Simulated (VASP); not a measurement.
Wanted: the native input for a VASP 6.6.1 run.

```yaml
Task: single point
Functional: BLYP
Potentials_or_basis: VASP PAW PBE potentials, release 64 (Te, Mo_sv)
Cutoff: 520 eV
k_mesh: 9 × 9 × 1
Occupations: fermi-dirac, width 0.05 eV
Spin: no spin polarisation
Dipole_correction: no
Further_INCAR_settings: ALGO = Normal; EDIFF = 1e-07; NBANDS = 64
```

The structure of Te2Mo lies in POSCAR:

```
Te2Mo
1.0
    3.6757012178      0.0000000000      0.0000000000
   -1.8378506089      3.1832506313      0.0000000000
    0.0000000000      0.0000000000     42.2613207956
Te Mo
8 4
Direct
    0.3333333333      0.6666666667      0.4182714207
    0.3333333333      0.6666666667      0.9193299561
    0.6666666667      0.3333333333      0.1659754820
    0.6666666667      0.3333333333      0.6669952265
    0.6666666667      0.3333333333      0.0806700439
    0.6666666667      0.3333333333      0.5817285793
    0.3333333333      0.6666666667      0.3330047735
    0.3333333333      0.6666666667      0.8340245180
    0.6666666667      0.3333333333      0.3756379995
    0.6666666667      0.3333333333      0.8766774699
    0.3333333333      0.6666666667      0.1233225301
    0.3333333333      0.6666666667      0.6243620005
```

The input as run:

INCAR

```
PREC = Accurate
ENCUT = 520
EDIFF = 1E-7
ISMEAR = -1
SIGMA = 0.05
LREAL = F
LASPH = T
NELM = 100
ALGO = Normal
ISIF = 2
LWAVE = F
LCHARG = F
GGA = B5
ALDAX = 1.0
AGGAX = 1.0
AGGAC = 1.0
ALDAC = 0.0
NBANDS = 64
```

KPOINTS

```
regular mesh
0
Gamma
  9 9 1
```

Potentials or basis: VASP PAW PBE potentials, release 64 (Te, Mo_sv).

Launch:

```bash
$ cat potpaw_PBE.64/Te/POTCAR potpaw_PBE.64/Mo_sv/POTCAR > POTCAR
$ mpirun -np 1 vasp_std > vasp.out
```

It gave:

- Pressure: 0.2 GPa
- Largest force: 0.060 eV/Å
- Band gap on the k mesh: 0.87 eV

Caveat: the PAW data sets were made with another functional, which shifts forces and pressure a little; spin-orbit coupling is left out, which moves the levels of the heavy elements; an odd mesh through Γ misses points on the zone boundary, where band edges can lie.

Run time: 9.5 min on 1 thread of AMD EPYC 9R45 96-Core Processor (Zen 5), on a shared host, peak memory 0.68 GiB.
